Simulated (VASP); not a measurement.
# NbP (I4_1md) in VASP: notebook, part 2 of 2

VASP 6.6.1.

**3. Relaxation of cell and atoms, revPBE**

The input, INCAR:

```
SYSTEM = NbP
ALGO     = Normal         ! electronic algorithm
EDIFF    = 1E-6           ! SCF threshold, eV
EDIFFG   = -0.01          ! ionic threshold
ENCUT    = 600            ! plane-wave cutoff, eV
GGA      = RE             ! functional
IBRION   = 2              ! ionic algorithm
ISIF     = 3              ! what is computed and relaxed
ISMEAR   = -1             ! smearing method
LASPH    = .True.         ! aspherical terms in the spheres
LCHARG   = .False.        ! write CHGCAR
LREAL    = .False.        ! projectors in reciprocal space
LWAVE    = .False.        ! write WAVECAR
NELM     = 100            ! most SCF steps
NSW      = 60             ! ionic steps
PREC     = Accurate       ! precision mode
SIGMA    = 0.05           ! smearing width, eV
```

The input, KPOINTS:

```
k-points
0
Gamma
  11 11 11
  0 0 0
```

The input, POSCAR:

```
NbP
1.0
   -1.6749232544      1.6749232544      5.7401081759
    1.6749232544     -1.6749232544      5.7401081759
    1.6749232544      1.6749232544     -5.7401081759
Nb P
2 2
Direct
    0.2498808000      0.7498808000      0.5000000000
    0.4998808000      0.4998808000      0.0000000000
    0.8327477700      0.3327477700      0.5000000000
    0.0827477700      0.0827477700      0.0000000000
```

Potentials or basis: VASP PAW PBE potentials, release 64 (Nb_sv, P).

Run with:

```bash
$ cat potpaw_PBE.64/Nb_sv/POTCAR potpaw_PBE.64/P/POTCAR > POTCAR
$ mpirun -np 1 vasp_std > vasp.out
```

OUTCAR:

```text
SYSTEM = NbP
   EDIFF = 1E-6
   EDIFFG = -0.01
   ENCUT = 600
   GGA = RE
   IBRION = 2
   ISIF = 3
   ISMEAR = -1
   LASPH = .True.
   LREAL = .False.
   NELM = 100
   NSW = 60
   PREC = Accurate

 ion  position               nearest neighbor table
   1  0.250  0.750  0.500-   4 2.55   4 2.55   3 2.55   3 2.55   3 2.55   3 2.55
   2  0.500  0.500  0.000-   3 2.55   3 2.55   4 2.55   4 2.55   4 2.55   4 2.55
   3  0.833  0.333  0.500-   2 2.55   2 2.55   1 2.55   1 2.55   1 2.55   1 2.55
   4  0.083  0.083  0.000-   1 2.55   1 2.55   2 2.55   2 2.55   2 2.55   2 2.55

  LATTYP: Found a body centered tetragonal cell.
 ALAT       =     3.3498465088
 C/A-ratio  =     3.4270872775

  Lattice vectors:

 A1 = (  -1.6749232544,   1.6749232544,   5.7401081759)
 A2 = (   1.6749232544,  -1.6749232544,   5.7401081759)
 A3 = (   1.6749232544,   1.6749232544,  -5.7401081759)

Analysis of symmetry for initial positions (statically):
=====================================================================
 Subroutine PRICEL returns:
 Original cell was already a primitive cell.

 Routine SETGRP: Setting up the symmetry group for a
 body centered tetragonal supercell.
[... 180 lines left out ...]
  --------------------------------------------------------------------------------------
  -------------------------------------------------------------------------------------
  Total        0.1866732      0.1866732     -0.0005911      0.0000000      0.0000000      0.0000000
  in kB        4.6432555      4.6432555     -0.0147040      0.0000000      0.0000000      0.0000000
  external PRESSURE =       3.0906023 kB  Pullay stress =       0.0000000 kB
[... 101 lines left out ...]
--------------------------------------- Ionic step        4  -------------------------------------------

 number of electron      35.9999999 magnetization

 Free energy of the ion-electron system (eV)
  ---------------------------------------------------
  ext. energy  EPLUGINS =         0.00000000
  ---------------------------------------------------
  free energy    TOTEN  =       -33.82446189 eV

  energy without entropy =      -33.81893886  energy(sigma->0) =      -33.82170037

 E-fermi :  10.5952     XC(G=0): -11.9458

 val. band max:       10.5840748630   @ k =  -0.0909   0.4545   0.0909
 cond. band min:      10.6284966479   @ k =  -0.0909  -0.4545   0.0909
 fundamental gap:      0.0444217849
 Fermi energy:        10.5952232084

 k-point     1 :       0.0000    0.0000    0.0000
  band No.  band energies     occupation
      1     -44.3759      2.00000
      2     -44.3391      2.00000
      3     -20.6318      2.00000
      4     -20.4363      2.00000
      5     -20.4363      2.00000
      6     -20.2960      2.00000
[... 589 lines left out ...]
     21      12.7580      0.00000
     22      13.6035      0.00000

 [... further k-points ...]

------------------------ aborting loop because EDIFF is reached ----------------------------------------

  FORCE on cell =-STRESS in cart. coord.  units (eV):
  Direction    XX          YY          ZZ          XY          YZ          ZX
  --------------------------------------------------------------------------------------
  -------------------------------------------------------------------------------------
  Total        0.0001128      0.0001128     -0.0234581      0.0000000      0.0000000      0.0000000
  in kB        0.0028019      0.0028019     -0.5826046      0.0000000      0.0000000      0.0000000
  external PRESSURE =      -0.1923336 kB  Pullay stress =       0.0000000 kB
[... 19 lines left out ...]
  FREE ENERGIE OF THE ION-ELECTRON SYSTEM (eV)
  ---------------------------------------------------
  free  energy   TOTEN  =       -33.8244618909 eV

  energy  without entropy=      -33.8189388559  energy(sigma->0) =      -33.82170037

 reached required accuracy - stopping structural energy minimisation
```

CONTCAR:

```text
NbP
   1.00000000000000
    -1.6770944223649238    1.6770944223649238    5.7339463746796060
     1.6770944223649238   -1.6770944223649238    5.7339463746796060
     1.6770944223649238    1.6770944223649238   -5.7339463746796060
  Nb              P
     2     2
Direct
     0.2499630590347399    0.7499630590347399    0.5000000000000000
     0.4999630590347399    0.4999630590347399    1.0000000000000000
     0.8326655109652572    0.3326655109652573    0.5000000000000000
     0.0826655109652572    0.0826655109652572    0.0000000000000000

  0.00000000E+00  0.00000000E+00  0.00000000E+00
  0.00000000E+00  0.00000000E+00  0.00000000E+00
  0.00000000E+00  0.00000000E+00  0.00000000E+00
  0.00000000E+00  0.00000000E+00  0.00000000E+00
```

Run time: 25 min. Hardware: 1 thread of Intel Xeon Platinum 8124M at 3.00GHz (Skylake/Cascade Lake), shared host; peak memory 0.49 GiB.

Results:

```
Free energy                           : -33.8245 eV
Relaxed volume                        : 16.13 Å³/atom
Relaxed cell                          : a = 6.205 Å, b = 6.205 Å, c = 6.205 Å, α = 148.64°, β = 148.64°, γ = 44.94°
Space group after relaxing (to 0.1 Å) : I4_1md (No. 109)
Energy gained by relaxing             : 0.1 meV/atom
Ionic steps                           : 4
Pressure after relaxing               : 0.0 GPa
Largest force after relaxing          : 0.006 eV/Å
```

Forces in eV/Å, atoms in the order of the input:
```
Nb   0.000  0.000  0.006
Nb   0.000  0.000  0.006
P    0.000  0.000 -0.006
P    0.000  0.000 -0.006
```

Step by step:
```csv
step,energy change (eV),largest force (eV/Å),pressure (GPa),volume (Å³)
1,0.0000,0.0141,0.31,64.41
2,0.0001,0.0106,-0.55,64.70
3,-0.0002,0.0125,-0.09,64.55
4,-0.0003,0.0064,-0.02,64.51
```

Final structure:
```
Nb P
1.0
    -1.67709    1.67709    5.73395
     1.67709   -1.67709    5.73395
     1.67709    1.67709   -5.73395
Nb P
2 2
Direct
  0.24996 0.74996 0.50000
  0.49996 0.49996 0.00000
  0.83267 0.33267 0.50000
  0.08267 0.08267 0.00000
```

Levels at points of the mesh, in eV from the Fermi level:
```csv
k point,band 14,band 15,band 16,band 17,band 18,band 19,band 20,band 21,band 22
"(0.00, 0.00, 0.00)",-2.24,-2.11,-1.69,-1.36,-1.36,0.81,1.58,2.65,3.11
```

Caveat: the PAW data sets were made with another functional, which shifts forces and pressure a little.

**4. Relaxation of cell and atoms, PBEsol, target pressure 2 GPa, at which the enthalpy is minimised**

The input, INCAR:

```
  PREC = Accurate
  ENCUT = 600
  EDIFF = 1E-6
  ISMEAR = -1
  SIGMA = 0.05
  LREAL = F
  LASPH = T
  NELM = 60
  ALGO = Normal
  ISIF = 3
  LWAVE = F
  LCHARG = F
  GGA = PS
  IBRION = 2
  NSW = 60
  EDIFFG = -0.01
  PSTRESS = 20.0
```

The input, KPOINTS:

```
regular mesh
0
Gamma
  11 11 11
```

POSCAR is that of step 3.

Potentials or basis: VASP PAW PBE potentials, release 64 (Nb_sv, P).

Run with:

```bash
$ cat potpaw_PBE.64/Nb_sv/POTCAR potpaw_PBE.64/P/POTCAR > POTCAR
$ mpirun -np 1 vasp_std > vasp.out
```

OUTCAR:

```text
PREC = Accurate
   ENCUT = 600
   EDIFF = 1E-6
   ISMEAR = -1
   LREAL = F
   LASPH = T
   NELM = 60
   ISIF = 3
   GGA = PS
   IBRION = 2
   NSW = 60
   EDIFFG = -0.01
   PSTRESS = 20.0

 ion  position               nearest neighbor table
   1  0.250  0.750  0.500-   4 2.55   4 2.55   3 2.55   3 2.55   3 2.55   3 2.55
   2  0.500  0.500  0.000-   3 2.55   3 2.55   4 2.55   4 2.55   4 2.55   4 2.55
   3  0.833  0.333  0.500-   2 2.55   2 2.55   1 2.55   1 2.55   1 2.55   1 2.55
   4  0.083  0.083  0.000-   1 2.55   1 2.55   2 2.55   2 2.55   2 2.55   2 2.55

  LATTYP: Found a body centered tetragonal cell.
 ALAT       =     3.3498465088
 C/A-ratio  =     3.4270872775

  Lattice vectors:

 A1 = (  -1.6749232544,   1.6749232544,   5.7401081759)
 A2 = (   1.6749232544,  -1.6749232544,   5.7401081759)
 A3 = (   1.6749232544,   1.6749232544,  -5.7401081759)

Analysis of symmetry for initial positions (statically):
=====================================================================
 Subroutine PRICEL returns:
 Original cell was already a primitive cell.

 Routine SETGRP: Setting up the symmetry group for a
 body centered tetragonal supercell.

[... 182 lines left out ...]
  in kB      -64.9270907    -64.9270907    -67.0939360      0.0000000      0.0000000      0.0000000
  external PRESSURE =     -85.6493724 kB  Pullay stress =      20.0000000 kB
[... 103 lines left out ...]
  energy  without entropy=      -37.8294129780  energy(sigma->0) =      -37.83210113

  enthalpy is  TOTEN    =       -37.0645010563 eV   P V=        0.7702882312

[... ionic steps 4 to 8 ...]

--------------------------------------- Ionic step        9  -------------------------------------------

 number of electron      36.0000000 magnetization

------------------------ aborting loop because EDIFF is reached ----------------------------------------
[... 75 lines left out ...]
--------------------------------------- Ionic step       11  -------------------------------------------

 number of electron      36.0000000 magnetization

 Free energy of the ion-electron system (eV)
  ---------------------------------------------------
  ext. energy  EPLUGINS =         0.00000000
  ---------------------------------------------------
  free energy    TOTEN  =       -37.83531538 eV

  energy without entropy =      -37.83012632  energy(sigma->0) =      -37.83272085

 E-fermi :  11.0595     XC(G=0): -12.3202

 val. band max:       11.0467884998   @ k =  -0.3636   0.4545   0.3636
 cond. band min:      11.1024356128   @ k =  -0.1818   0.2727   0.1818
 fundamental gap:      0.0556471130
 Fermi energy:        11.0594500023

 k-point     1 :       0.0000    0.0000    0.0000
  band No.  band energies     occupation
      1     -43.6468      2.00000
      2     -43.5984      2.00000
      3     -20.0081      2.00000
      4     -19.7566      2.00000
      5     -19.7566      2.00000
      6     -19.5980      2.00000
[... 589 lines left out ...]
     21      13.3661      0.00000
     22      14.2873      0.00000

 [... further k-points ...]

------------------------ aborting loop because EDIFF is reached ----------------------------------------

  FORCE on cell =-STRESS in cart. coord.  units (eV):
  Direction    XX          YY          ZZ          XY          YZ          ZX
  --------------------------------------------------------------------------------------
  -------------------------------------------------------------------------------------
  Total        0.7864284      0.7864284      0.7598883      0.0000000      0.0000000      0.0000000
  in kB       20.4622922     20.4622922     19.7717393      0.0000000      0.0000000      0.0000000
  external PRESSURE =       0.2321079 kB  Pullay stress =      20.0000000 kB
[... 23 lines left out ...]
  energy  without entropy=      -37.8301263169  energy(sigma->0) =      -37.83272085

  enthalpy is  TOTEN    =       -37.0666543008 eV   P V=        0.7686610837

 reached required accuracy - stopping structural energy minimisation
```

It took 60 min on 1 thread of Intel Xeon Platinum 8559C (Emerald Rapids), shared host; peak memory 0.51 GiB.

What came out:

| Item | Value |
| --- | --- |
| Free energy | -37.8353 eV |
| Relaxed volume | 15.39 Å³/atom |
| Relaxed cell | a = 6.088 Å, b = 6.088 Å, c = 6.088 Å, α = 148.45°, β = 148.45°, γ = 45.23° |
| Space group after relaxing (to 0.1 Å) | I4_1md (No. 109) |
| Energy change on relaxing (the run minimises the enthalpy) | -11.0 meV/atom |
| Ionic steps | 11 |
| Pressure after relaxing | 2.0 GPa |
| Band gap on the k mesh | 0.06 eV (least direct gap 0.10 eV) |

The path:
```tsv
step	energy change (eV)	largest force (eV/Å)	pressure (GPa)	volume (Å³)
1	0.0000	0.0168	-6.56	64.41
2	0.3197	0.0595	23.08	56.72
3	-0.0433	0.0293	1.75	61.71
4	-0.0425	0.0297	1.99	61.64
5	-0.0418	0.0300	2.18	61.58
6	-0.0430	0.0456	2.19	61.54
7	-0.0430	0.0511	2.20	61.52
8	-0.0450	0.0088	1.64	61.68
9	-0.0443	0.0138	1.85	61.62
10	-0.0434	0.0128	2.11	61.54
11	-0.0439	0.0007	2.02	61.58
```

Final structure:
```
Nb P
1.0
    -1.65512    1.65512    5.61952
     1.65512   -1.65512    5.61952
     1.65512    1.65512   -5.61952
Nb P
2 2
Direct
  0.25025 0.75025 0.50000
  0.50025 0.50025 0.00000
  0.83238 0.33238 0.50000
  0.08238 0.08238 0.00000
```

Levels at points of the mesh, in eV from the valence-band top:
```tsv
k point	band 14	band 15	band 16	band 17	band 18	band 19	band 20	band 21	band 22
(0.00, 0.00, 0.00)	-2.28	-2.25	-1.76	-1.36	-1.36	0.84	1.70	2.85	3.32
```

Caveat: the cell is relaxed towards a set pressure, so the run minimises the enthalpy, not the energy; the PAW data sets were made with another functional, which shifts forces and pressure a little; an odd mesh through Γ misses points on the zone boundary, where band edges can lie.

**5. Relaxation of cell and atoms, PBEsol, target pressure 5 GPa, at which the enthalpy is minimised**

The input, INCAR:

```
SYSTEM = NbP
  PREC = Accurate
  ENCUT = 600
  EDIFF = 1E-6
  ISMEAR = -1
  SIGMA = 0.05
  LREAL = .FALSE.
  LASPH = .TRUE.
  NELM = 80
  ALGO = Normal
  ISIF = 3
  LWAVE = .FALSE.
  LCHARG = .FALSE.
  GGA = PS
  IBRION = 2
  NSW = 80
  EDIFFG = -0.005
  PSTRESS = 50.0
```

The input, KPOINTS:

```
Automatic mesh
0
G
  11 11 11
  0 0 0
```

POSCAR is that of step 4.

Run with:

```bash
$ cat potpaw_PBE.64/Nb_sv/POTCAR potpaw_PBE.64/P/POTCAR > POTCAR
$ mpirun -np 1 vasp_std > vasp.out
```

Wall time 60 min (1 thread of Intel Xeon Platinum 8259CL at 2.50GHz (Skylake/Cascade Lake), shared host); peak memory 0.5 GiB.

It converged, with:

```
Free energy                                                : -37.8171 eV
Relaxed volume                                             : 15.18 Å³/atom
Relaxed cell                                               : a = 6.052 Å, b = 6.052 Å, c = 6.052 Å, α = 148.38°, β = 148.38°, γ = 45.33°
Space group after relaxing (to 0.1 Å)                      : I4_1md (No. 109)
Energy change on relaxing (the run minimises the enthalpy) : -6.4 meV/atom
Ionic steps                                                : 12
Pressure after relaxing                                    : 5.0 GPa
Band gap on the k mesh                                     : 0.04 eV (least direct gap 0.10 eV)
```

The path:
| step | energy change (eV) | largest force (eV/Å) | pressure (GPa) | volume (Å³) |
| --- | --- | --- | --- | --- |
| 1 | 0.0000 | 0.0168 | -6.56 | 64.41 |
| 2 | 0.8000 | 0.0845 | 37.94 | 54.17 |
| 3 | -0.0284 | 0.0349 | 4.49 | 60.94 |
| 4 | -0.0248 | 0.0356 | 4.94 | 60.81 |
| 5 | -0.0226 | 0.0361 | 5.21 | 60.74 |
| 6 | -0.0237 | 0.0618 | 5.22 | 60.69 |
| 7 | -0.0233 | 0.0704 | 5.23 | 60.67 |
| 8 | -0.0288 | 0.0131 | 4.56 | 60.84 |
| 9 | -0.0271 | 0.0161 | 4.80 | 60.78 |
| 10 | -0.0236 | 0.0180 | 5.20 | 60.67 |
| 11 | -0.0254 | 0.0010 | 5.04 | 60.72 |
| 12 | -0.0256 | 0.0015 | 5.00 | 60.73 |

Final structure:
```
Nb P
1.0
    -1.64888    1.64888    5.58430
     1.64888   -1.64888    5.58430
     1.64888    1.64888   -5.58430
Nb P
2 2
Direct
  0.25033 0.75033 0.50000
  0.50033 0.50033 0.00000
  0.83230 0.33230 0.50000
  0.08230 0.08230 0.00000
```

Levels at points of the mesh, in eV from the valence-band top:
| k point | band 14 | band 15 | band 16 | band 17 | band 18 | band 19 | band 20 | band 21 | band 22 |
| --- | --- | --- | --- | --- | --- | --- | --- | --- | --- |
| (0.00, 0.00, 0.00) | -2.30 | -2.29 | -1.78 | -1.37 | -1.37 | 0.84 | 1.72 | 2.91 | 3.37 |

Caveat: the cell is relaxed towards a set pressure, so the run minimises the enthalpy, not the energy; the PAW data sets were made with another functional, which shifts forces and pressure a little; an odd mesh through Γ misses points on the zone boundary, where band edges can lie.

**6. Summary**

| task | level | cell | k mesh | cutoff (eV) | grid for exact exchange (PRECFOCK) | share of exact exchange | gap on the mesh (eV) | pressure (GPa) | largest force (eV/Å) |
| --- | --- | --- | --- | --- | --- | --- | --- | --- | --- |
| single point | PBEsol-based global hybrid with 25 % exact exchange | as given | 6 × 6 × 6 | 520 | Normal | 0.25 | 0.57 | -9.6 | 0.03 |
| relaxation of cell and atoms | revPBE | relaxed | 11 × 11 × 11 | 600 | - | - | - | 0.0 | 0.01 |
| relaxation of cell and atoms | PBEsol | relaxed to 2 GPa | 11 × 11 × 11 | 600 | - | - | 0.06 | 2.0 | - |
| relaxation of cell and atoms | PBEsol | relaxed to 5 GPa | 11 × 11 × 11 | 600 | - | - | 0.04 | 5.0 | - |

Alike in all rows: potentials or basis VASP PAW PBE potentials, release 64 (Nb_sv, P); no spin polarisation; smearing fermi-dirac 0.05 eV.

Caveats: the PAW data sets were made with another functional, which shifts forces and pressure a little; the cell is relaxed towards a set pressure, so the run minimises the enthalpy, not the energy (at least some runs); an odd mesh through Γ misses points on the zone boundary, where band edges can lie (at least some runs); the cell stands under tension (at least some runs).

Total energies depend on the potentials used, so only differences within one code and one set of settings carry meaning.
